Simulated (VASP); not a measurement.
# Hf (I4/mmm) in VASP: a series of runs

The runs below take Hf through single point, with r2SCAN.

Program: VASP 6.6.1. These are calculated values, not measurements. Logs are shortened: lines on timing, memory, paths and dates and some standing lists are left out, and cuts for length are marked.

## (1) The cell of the first run

Symmetry: I4/mmm, No. 139, tetragonal system. Conventional cell: a = 3.610 Å, b = 3.610 Å, c = 3.556 Å, α = 90.00°, β = 90.00°, γ = 90.00°. Hf (site symmetry 4/mmm) has 14 Hf at 3.11 to 3.61 Å within 4.1 Å.

## (2) Single point, r2SCAN (strain -0.0150 x Voigt [1, 0, 0, 0, 0, 0])

The input, POSCAR:

```
Hf
1.0
   -1.7779250000      1.8050000000      1.8050000000
    1.7779250000     -1.8050000000      1.8050000000
    1.7779250000      1.8050000000     -1.8050000000
Hf
1
Direct
    0.0000000000      0.0000000000      0.0000000000
```

The input, INCAR.step1:

```
PREC = Accurate ; ENCUT = 520
ISMEAR = 0 ; SIGMA = 0.15
LREAL = F ; LASPH = T
NELM = 60 ; NBANDS = 11
GGA = PE ; ALGO = Normal
EDIFF = 1E-4 ; LWAVE = T
LCHARG = F
```

The input, INCAR.step2:

```
PREC = Accurate ; ENCUT = 520
EDIFF = 1E-6 ; ISMEAR = 0
SIGMA = 0.15 ; LREAL = F
LASPH = T ; NELM = 60
ALGO = Normal ; ISIF = 2
LWAVE = F ; LCHARG = F
METAGGA = R2SCAN ; LMIXTAU = T
NBANDS = 11 ; ISTART = 1
```

The input, KPOINTS:

```
regular mesh
0
Gamma
  18 18 18
```

Potentials or basis: VASP PAW PBE potentials, release 64 (Hf_pv).

Command:

```sh
cat potpaw_PBE.64/Hf_pv/POTCAR > POTCAR
cp INCAR.step1 INCAR
mpirun -np 1 vasp_std > vasp.out
cp INCAR.step2 INCAR
mpirun -np 1 vasp_std > vasp.out
```

OUTCAR:

```text
PREC = Accurate
   ENCUT = 520
   EDIFF = 1E-6
   ISMEAR = 0
   LREAL = F
   LASPH = T
   NELM = 60
   ISIF = 2
   METAGGA = R2SCAN
   ISTART = 1

 ion  position               nearest neighbor table
   1  0.000  0.000  0.000-

  LATTYP: Found a body centered tetragonal cell.
 ALAT       =     3.6100000000
 C/A-ratio  =     0.9850000000

  Lattice vectors:

 A1 = (  -1.7779250000,   1.8050000000,  -1.8050000000)
 A2 = (  -1.7779250000,  -1.8050000000,   1.8050000000)
 A3 = (   1.7779250000,   1.8050000000,   1.8050000000)

Analysis of symmetry for initial positions (statically):
=====================================================================
 Subroutine PRICEL returns:
 Original cell was already a primitive cell.

 Routine SETGRP: Setting up the symmetry group for a
 body centered tetragonal supercell.

 Subroutine GETGRP returns: Found 16 space group operations
 (whereof 16 operations were pure point group operations)
 out of a pool of 16 trial point group operations.

The static configuration has the point symmetry D_4h.

Analysis of symmetry for dynamics (positions and initial velocities):
=====================================================================
 Subroutine PRICEL returns:
 Original cell was already a primitive cell.

 Routine SETGRP: Setting up the symmetry group for a
 body centered tetragonal supercell.

 Subroutine GETGRP returns: Found 16 space group operations
 (whereof 16 operations were pure point group operations)
 out of a pool of 16 trial point group operations.

The dynamic configuration has the point symmetry D_4h.

 Subroutine INISYM returns: Found 16 space group operations
 (whereof 16 operations are pure point group operations),
 and found     1 'primitive' translations

----------------------------------------------------------------------------------------

                                     Primitive cell

  volume of cell :      23.1701

  direct lattice vectors                    reciprocal lattice vectors
    -1.777925000  1.805000000  1.805000000     0.000000000  0.277008310  0.277008310
     1.777925000 -1.805000000  1.805000000     0.281226711  0.000000000  0.277008310
     1.777925000  1.805000000 -1.805000000     0.281226711  0.277008310  0.000000000

  length of vectors
     3.110798500  3.110798500  3.110798500     0.391748909  0.394743039  0.394743039

  position of ions in fractional coordinates (direct lattice)
     0.000000000  0.000000000  0.000000000

  ion indices of the primitive-cell ions
   primitive index   ion index
                 1           1

----------------------------------------------------------------------------------------

 KPOINTS: regular mesh

Automatic generation of k-mesh.
 Grid dimensions read from file:
 generate k-points for:   18   18   18

 Generating k-lattice:

  Cartesian coordinates                     Fractional coordinates (reciprocal lattice)
     0.000000000  0.015389351  0.015389351     0.055555556  0.000000000  0.000000000
     0.015623706  0.000000000  0.015389351     0.000000000  0.055555556 -0.000000000
     0.015623706  0.015389351  0.000000000     0.000000000 -0.000000000  0.055555556

  Length of vectors
     0.021763828  0.021930169  0.021930169

  Shift w.r.t. Gamma in fractional coordinates (k-lattice)
     0.000000000  0.000000000  0.000000000

 Subroutine IBZKPT returns following result:
 ===========================================

 Found    480 irreducible k-points:

 Following reciprocal coordinates:
            Coordinates               Weight
  0.000000  0.000000  0.000000      1.000000
  0.055556  0.000000  0.000000      4.000000
  0.111111  0.000000  0.000000      4.000000
  0.166667  0.000000  0.000000      4.000000
  0.222222  0.000000  0.000000      4.000000
  0.277778  0.000000  0.000000      4.000000
[... 16 lines left out ...]
  0.166667  0.111111 -0.000000     16.000000
  0.222222  0.111111 -0.000000     16.000000
 [... further k-points ...]
   k-points           NKPTS =    480   k-points in BZ     NKDIM =    480   number of bands    NBANDS=     11
   number of dos      NEDOS =    301   number of ions     NIONS =      1
   total plane-waves  NPLWV =  13824
   dimension x,y,z NGX =    24 NGY =   24 NGZ =   24
   dimension x,y,z NGXF=    48 NGYF=   48 NGZF=   48
   ions per type =               1
   NGX,Y,Z   is equivalent  to a cutoff of  12.83, 12.83, 12.83 a.u.
   NGXF,Y,Z  is equivalent  to a cutoff of  25.65, 25.65, 25.65 a.u.
 SYSTEM =  unknown system
   PREC   = accura    normal or accurate (medium, high low for compatibility)
   ISTART =      1    job   : 0-new  1-cont  2-samecut
   ICHARG =      0    charge: 1-file 2-atom 10-const
   ISPIN  =      1    spin polarized calculation?
   LNONCOLLINEAR =      F non collinear calculations
   LSORBIT =      F    spin-orbit coupling
   LASPH  =      T    aspherical Exc in radial PAW
   ENCUT  =  520.0 eV  38.22 Ry    6.18 a.u.   5.78  5.78  5.78*2*pi/ulx,y,z
   NELM   =     60;   NELMIN=  2; NELMDL=  0     # of ELM steps
   EDIFF  = 0.1E-05   stopping-criterion for ELM
   LREAL  =      F    real-space projection
   EDIFFG = 0.1E-04   stopping-criterion for IOM
   NSW    =      0    number of steps for IOM
   IBRION =     -1    ionic relax: 0-MD 1-quasi-New 2-CG
   NFREE  =      0    steps in history (QN), initial steepest desc. (CG)
   ISIF   =      2    stress and relaxation
   ISYM   =      2    0-nonsym 1-usesym 2-fastsym
   POTIM  = 0.5000    time-step for ionic-motion
   TEBEG  =    0.0;   TEEND  =   0.0 temperature during run
   PSTRESS=    0.0 pullay stress
   NELECT =      10.0000    total number of electrons
   NUPDOWN=      -1.0000    fix difference up-down
   EMIN   =  10.00;   EMAX   =-10.00  energy-range for DOS
   EFERMI =   0.00;   METHOD = LEGACY
   ISMEAR =     0;   SIGMA  =   0.15  broadening in eV -4-tet -1-fermi 0-gaus
   EFERMI_NEDOS =   21; number of points for ismear=-14 and -15
   IALGO  =     38    algorithm
   IMIX   =      4    mixing-type and parameters
     AMIX     =   0.40;   BMIX     =  1.00
     AMIX_MAG =   1.60;   BMIX_MAG =  1.00
  volume/ion in A,a.u.               =      23.17       156.36
  Fermi-wavevector in a.u.,A,eV,Ry     =   1.237178  2.337928 20.825208  1.530610
  Thomas-Fermi vector in A             =   2.371756
   LORBIT       =      0    0 simple, 1 ext, 2 COOP (PROOUT), +10 PAW based schemes
   METAGGA = R2SCAN    functional components
   LHFCALC =     F    Hartree Fock is set to
   AEXX    =    0.0000 exact exchange contribution
   IVDW    =     0    specifies the selected vdW correction
   LEPSILON=     F    determine dielectric tensor
   LRPA    =     F    only Hartree local field effects (RPA)
 non-spin polarized calculation
 Gauss-broadening in eV      SIGMA  =   0.15
  energy-cutoff  :      520.00
  volume of cell :       23.17
 maximum number of plane-waves:       650
   NGX = 11   NGY = 11   NGZ = 11

 number of electron      10.0000002 magnetization

 Free energy of the ion-electron system (eV)
  ---------------------------------------------------
  ext. energy  EPLUGINS =         0.00000000
  ---------------------------------------------------
  free energy    TOTEN  =       -44.93488982 eV

  energy without entropy =      -44.91245205  energy(sigma->0) =      -44.92367093

 E-fermi :   4.2326     XC(G=0): -11.9933

 val. band max:        4.2316676308   @ k =   0.4444  -0.1111   0.0556
 cond. band min:       4.2328945926   @ k =   0.1667  -0.3889   0.0556
 fundamental gap:      0.0012269618
 Fermi energy:         4.2325622541

 k-point     1 :       0.0000    0.0000    0.0000
  band No.  band energies     occupation
      1     -26.9023      2.00000
      2     -26.9023      2.00000
      3     -26.9013      2.00000
      4      -3.0492      2.00000
      5       5.8442      0.00000
      6       6.0224      0.00000
      7       6.0224      0.00000
      8       8.5628      0.00000
      9       8.8019      0.00000
     10      16.2197      0.00000
     11      17.9166      0.00000

 k-point     2 :       0.0556    0.0000    0.0000
  band No.  band energies     occupation
      1     -26.9263      2.00000
      2     -26.9085      2.00000
      3     -26.9023      2.00000
      4      -2.9364      2.00000
      5       5.8144      0.00000
      6       5.9422      0.00000
      7       6.1317      0.00000
      8       8.4291      0.00000
      9       8.7953      0.00000
     10      16.2196      0.00000
     11      18.0265      0.00000

 k-point     3 :       0.1111    0.0000    0.0000
  band No.  band energies     occupation
      1     -26.9949      2.00000
      2     -26.9292      2.00000
      3     -26.9021      2.00000
      4      -2.6064      2.00000
      5       5.6904      0.00000
      6       5.7219      0.00000
      7       6.4567      0.00000
      8       8.1530      0.00000
      9       8.7842      0.00000
     10      16.2196      0.00000
     11      18.2956      0.00000

 k-point     4 :       0.1667    0.0000    0.0000
  band No.  band energies     occupation
      1     -27.0984      2.00000
      2     -26.9608      2.00000
      3     -26.9018      2.00000
      4      -2.0854      2.00000
      5       5.4098      0.00000
      6       5.4109      0.00000
      7       6.9883      0.00000
      8       7.9709      0.00000
      9       8.7889      0.00000
     10      16.2195      0.00000
     11      18.4958      0.00000
[... 239 lines left out ...]
 k-point    22 :       0.1111    0.1111    0.0000
  band No.  band energies     occupation
      1     -27.1502      2.00000
      2     -26.9636      2.00000
      3     -26.9231      2.00000
      4      -1.7757      2.00000
      5       5.1700      0.00000
      6       5.2922      0.00000
      7       7.3199      0.00000
      8       7.8145      0.00000
      9       8.9350      0.00000
     10      16.2195      0.00000
     11      19.0074      0.00000

 k-point    23 :       0.1667    0.1111   -0.0000
  band No.  band energies     occupation
      1     -27.2581      2.00000
      2     -27.0019      2.00000
      3     -26.9290      2.00000
      4      -1.1242      2.00000
      5       4.7907      0.00000
      6       4.9664      0.00000
      7       7.7649      0.00000
      8       8.0719      0.00000
      9       9.0783      0.00000
     10      16.2193      0.00000
     11      18.4414      0.00000

 k-point    24 :       0.2222    0.1111   -0.0000
  band No.  band energies     occupation
      1     -27.3686      2.00000
      2     -27.0484      2.00000
      3     -26.9312      2.00000
      4      -0.3951      2.00000
      5       4.4090      0.09628
      6       4.6750      0.00003
      7       7.8829      0.00000
      8       8.9615      0.00000
      9       9.2008      0.00000
     10      16.2185      0.00000
     11      17.2920      0.00000

 [... further k-points ...]
[... 5 lines left out ...]
  --------------------------------------------------------------------------------------
  -------------------------------------------------------------------------------------
  Total       -0.7590179     -0.6070345     -0.6070345     -0.0000000      0.0000000      0.0000000
  in kB      -52.4849468    -41.9755251    -41.9755251     -0.0000000      0.0000000      0.0000000
  external PRESSURE =     -45.4786657 kB  Pullay stress =       0.0000000 kB

 VOLUME and BASIS-vectors are now :
 -----------------------------------------------------------------------------
  energy-cutoff  :      520.00
  volume of cell :       23.17
      direct lattice vectors                 reciprocal lattice vectors
    -1.777925000  1.805000000  1.805000000     0.000000000  0.277008310  0.277008310
     1.777925000 -1.805000000  1.805000000     0.281226711  0.000000000  0.277008310
     1.777925000  1.805000000 -1.805000000     0.281226711  0.277008310  0.000000000

 POSITION                                       TOTAL-FORCE (eV/Angst)
 -----------------------------------------------------------------------------------
      0.00000      0.00000      0.00000        -0.000000     -0.000000     -0.000000
 -----------------------------------------------------------------------------------
    total drift:                                0.000000      0.000000     -0.000000

  FREE ENERGIE OF THE ION-ELECTRON SYSTEM (eV)
  ---------------------------------------------------
  free  energy   TOTEN  =       -44.9348898191 eV

  energy  without entropy=      -44.9124520456  energy(sigma->0) =      -44.92367093
```

It took 5 min on 1 thread of Intel Xeon 8259CL, shared host; peak memory 0.24 GiB.

Results:

```
Free energy            : -44.9349 eV
Pressure               : -4.5 GPa
Band gap on the k mesh : zero (bands 5 and 6 overlap by 2.47 eV)
```

Caveat: the cell differs from its parent crystal (strain -0.0150 x Voigt [1, 0, 0, 0, 0, 0]); the cell stands under tension; the PAW data sets were made with another functional, which shifts forces and pressure a little; spin-orbit coupling is left out, which moves the levels of the heavy elements.

## (3) Single point, r2SCAN (strain +0.0150 x Voigt [1, 0, 0, 0, 0, 0])

The input, POSCAR:

```
Hf
1.0
   -1.8320750000      1.8050000000      1.8050000000
    1.8320750000     -1.8050000000      1.8050000000
    1.8320750000      1.8050000000     -1.8050000000
Hf
1
Direct
    0.0000000000      0.0000000000      0.0000000000
```

The input, INCAR.step1:

```
SYSTEM = Hf
ALGO     = Normal         ! electronic algorithm
EDIFF    = 1E-4           ! SCF threshold, eV
ENCUT    = 520            ! plane-wave cutoff, eV
GGA      = PE             ! functional
ISMEAR   = 0              ! smearing method
LASPH    = .True.         ! aspherical terms in the spheres
LCHARG   = .False.        ! write CHGCAR
LREAL    = .False.        ! projectors in reciprocal space
LWAVE    = .True.         ! write WAVECAR
NBANDS   = 11             ! bands
NELM     = 80             ! most SCF steps
PREC     = Accurate       ! precision mode
SIGMA    = 0.15           ! smearing width, eV
```

The input, INCAR.step2:

```
SYSTEM = Hf
ALGO     = Normal         ! electronic algorithm
EDIFF    = 1E-7           ! SCF threshold, eV
ENCUT    = 520            ! plane-wave cutoff, eV
ISIF     = 2              ! what is computed and relaxed
ISMEAR   = 0              ! smearing method
ISTART   = 1            
LASPH    = .True.         ! aspherical terms in the spheres
LCHARG   = .False.        ! write CHGCAR
LMIXTAU  = .True.       
LREAL    = .False.        ! projectors in reciprocal space
LWAVE    = .False.        ! write WAVECAR
METAGGA  = R2SCAN         ! meta-GGA
NBANDS   = 11             ! bands
NELM     = 80             ! most SCF steps
PREC     = Accurate       ! precision mode
SIGMA    = 0.15           ! smearing width, eV
```

The input, KPOINTS:

```
k-points
0
Gamma
  18 18 18
  0 0 0
```

Potentials or basis: VASP PAW PBE potentials, release 64 (Hf_pv).

Command:

```sh
cat potpaw_PBE.64/Hf_pv/POTCAR > POTCAR
cp INCAR.step1 INCAR
mpirun -np 1 vasp_std > vasp.out
cp INCAR.step2 INCAR
mpirun -np 1 vasp_std > vasp.out
```

Run time: 6.1 min. Hardware: 1 thread of Intel Xeon 8259CL, shared host; peak memory 0.25 GiB.

Results (log left out):

```yaml
Free_energy: -44.9092 eV
Pressure: -7.1 GPa
Band_gap_on_the_k_mesh: zero (bands 5 and 6 overlap by 2.38 eV)
```

Stress tensor (GPa, compression positive):
```
-6.39  0.00  0.00
 0.00 -7.39  0.00
 0.00  0.00 -7.39
```

Levels at points of the mesh, in eV from the Fermi level:
```csv
k point,band 1,band 2,band 3,band 4,band 5,band 6,band 7,band 8,band 9,band 10
"(0.00, 0.00, 0.00)",-31.27,-31.26,-31.26,-7.18,1.64,1.64,1.81,4.22,4.44,11.86
"(0.50, 0.00, 0.00)",-31.94,-31.49,-31.27,-3.27,-0.41,0.68,4.31,5.17,7.37,9.93
"(0.00, 0.50, 0.00)",-31.94,-31.48,-31.27,-3.30,-0.24,0.59,4.09,5.08,7.34,9.86
"(0.50, 0.50, 0.50)",-31.75,-31.73,-31.73,-2.45,-2.41,6.57,6.61,6.61,6.72,7.08
```

Caveat: the cell differs from its parent crystal (strain +0.0150 x Voigt [1, 0, 0, 0, 0, 0]); the cell stands under tension; the PAW data sets were made with another functional, which shifts forces and pressure a little; spin-orbit coupling is left out, which moves the levels of the heavy elements.

## (4) Single point, r2SCAN (strain +0.0300 x Voigt [1, 0, 0, 0, 0, 0])

The input, POSCAR:

```
Hf
1.0
   -1.8591500000      1.8050000000      1.8050000000
    1.8591500000     -1.8050000000      1.8050000000
    1.8591500000      1.8050000000     -1.8050000000
Hf
1
Direct
    0.0000000000      0.0000000000      0.0000000000
```

The input, INCAR.step1:

```
SYSTEM = Hf
PREC = Accurate ; ENCUT = 520
ISMEAR = 0 ; SIGMA = 0.15
LREAL = .FALSE. ; LASPH = .TRUE.
NELM = 60 ; NBANDS = 11
GGA = PE ; ALGO = Normal
EDIFF = 1E-4 ; LWAVE = .TRUE.
LCHARG = .FALSE.
```

The input, INCAR.step2:

```
SYSTEM = Hf
PREC = Accurate ; ENCUT = 520
EDIFF = 1E-7 ; ISMEAR = 0
SIGMA = 0.15 ; LREAL = .FALSE.
LASPH = .TRUE. ; NELM = 60
ALGO = Normal ; ISIF = 2
LWAVE = .FALSE. ; LCHARG = .FALSE.
METAGGA = R2SCAN ; LMIXTAU = .TRUE.
NBANDS = 11 ; ISTART = 1
```

The input, KPOINTS:

```
Automatic mesh
0
G
  18 18 18
  0 0 0
```

Command:

```sh
cat potpaw_PBE.64/Hf_pv/POTCAR > POTCAR
cp INCAR.step1 INCAR
mpirun -np 1 vasp_std > vasp.out
cp INCAR.step2 INCAR
mpirun -np 1 vasp_std > vasp.out
```

Wall time 5.9 min (1 thread of Intel Xeon 8259CL, shared host); peak memory 0.25 GiB.

The run converged. Its results:

| Quantity | Value |
| --- | --- |
| Free energy | -44.8946 eV |
| Pressure | -8.2 GPa |
| Band gap on the k mesh | zero (bands 5 and 6 overlap by 2.30 eV) |

Stress tensor (GPa, compression positive):
```
-6.86  0.00  0.00
 0.00 -8.81  0.00
 0.00  0.00 -8.81
```

Levels at points of the mesh, in eV from the Fermi level:
```
           k point  band 1  band 2  band 3  band 4  band 5  band 6  band 7  band 8  band 9  band 10
(0.00, 0.00, 0.00)  -31.33  -31.33  -31.33   -7.14    1.57    1.57    1.89    4.05    4.48    11.79
(0.50, 0.00, 0.00)  -31.97  -31.55  -31.35   -3.21   -0.50    0.69    4.38    5.15    7.25     9.78
(0.00, 0.50, 0.00)  -31.97  -31.54  -31.33   -3.27   -0.16    0.51    3.92    5.00    7.19     9.63
(0.50, 0.50, 0.50)  -31.81  -31.77  -31.77   -2.41   -2.34    6.37    6.44    6.51    6.51     7.08
```

Caveat: the cell differs from its parent crystal (strain +0.0300 x Voigt [1, 0, 0, 0, 0, 0]); the cell stands under tension; the PAW data sets were made with another functional, which shifts forces and pressure a little; spin-orbit coupling is left out, which moves the levels of the heavy elements.

## (5) Overview

| cell | gap on the mesh (eV) | pressure (GPa) |
| --- | --- | --- |
| a = 3.111 Å, angles 110.3, 109.1, 109.1°, 1 atom | none | -4.5 |
| a = 3.142 Å, angles 108.7, 109.9, 109.9°, 1 atom | none | -7.1 |
| a = 3.158 Å, angles 107.9, 110.3, 110.3°, 1 atom | none | -8.2 |

Alike in all rows: task single point; level r2SCAN; potentials or basis VASP PAW PBE potentials, release 64 (Hf_pv); no spin polarisation; k mesh 18 × 18 × 18; cutoff (eV) 520; smearing gaussian 0.15 eV.

Caveats: the cell stands under tension; the PAW data sets were made with another functional, which shifts forces and pressure a little; spin-orbit coupling is left out, which moves the levels of the heavy elements.

Absolute energies hang on the potentials; compare differences alone.
